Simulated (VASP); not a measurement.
A run of VASP 6.6.1:

INCAR

```
  ALGO = Normal
  EDIFF = 1E-7
  ENCUT = 520
  GGA = PE
  ISIF = 2
  ISMEAR = 0
  LASPH = T
  LCHARG = F
  LREAL = F
  LWAVE = F
  NBANDS = 39
  NELM = 60
  PREC = Accurate
  SIGMA = 0.1
```

KPOINTS

```
k-points
0
Gamma
  4 4 4
```

File POSCAR:

```
Zr4W
1.0
    4.2294591700      0.0000000000      0.0000000000
    0.0000000000      4.2294591700      0.0000000000
    0.0000000000      0.0000000000      4.4317580500
Zr W
4 1
Direct
    0.5000000000      0.5000000000      0.5139970400
    0.0000000000      0.5000000000      0.4835777400
    0.5000000000      0.5000000000      0.0511998000
    0.5000000000      0.0000000000      0.4835777400
    0.0000000000      0.0000000000      0.9676476800
```

Potentials or basis: VASP PAW PBE potentials, release 64 (Zr_sv, W_sv).

Run with:

```sh
$ cat potpaw_PBE.64/Zr_sv/POTCAR potpaw_PBE.64/W_sv/POTCAR > POTCAR
$ mpirun -np 1 vasp_std > vasp.out
```

Hardware: 1 thread of Oxide Virtual Turin-like Processor, with other jobs on the host.

Task: How long does it take, and how much memory?

Result: It took 99 s on 1 thread of Oxide Virtual Turin-like Processor, on a shared host, peak memory 0.17 GiB. Counts: scf iterations 17, k points 18.
